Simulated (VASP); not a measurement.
Set up this calculation in VASP 6.6.1, as the native input.

- Task: single point
- Functional: PBE
- Potentials or basis: VASP PAW PBE potentials, release 64 (Li_sv)
- Cutoff: 520 eV
- k mesh: 15 × 15 × 15
- Occupations: fermi-dirac, width 0.08 eV
- Spin: no spin polarisation
- Dipole correction: no
- Further INCAR settings: ALGO = Normal; EDIFF = 1e-06; NBANDS = 8

The structure of Li lies in POSCAR:

```
Li
1.0
   -1.7352934224      1.7352934224      1.7352934224
    1.7352934224     -1.7352934224      1.7352934224
    1.7352934224      1.7352934224     -1.7352934224
Li
1
Direct
    0.0000000000      0.0000000000      0.0000000000
```

This cell differs from its parent crystal: volume scaled by 0.975.

These files were run (other wordings do the same):

INCAR

```
SYSTEM = Li
  PREC = Accurate
  ENCUT = 520
  EDIFF = 1E-6
  ISMEAR = -1
  SIGMA = 0.08
  LREAL = .FALSE.
  LASPH = .TRUE.
  NELM = 60
  ALGO = Normal
  ISIF = 2
  LWAVE = .FALSE.
  LCHARG = .FALSE.
  GGA = PE
  NBANDS = 8
```

KPOINTS

```
Automatic mesh
0
G
  15 15 15
  0 0 0
```

Potentials or basis: VASP PAW PBE potentials, release 64 (Li_sv).

Launch:

```sh
$ cat potpaw_PBE.64/Li_sv/POTCAR > POTCAR
$ mpirun -np 1 vasp_std > vasp.out
```

It used 6.9 s of CPU time on 1 thread of Intel Xeon 6975P-C, on a shared host.
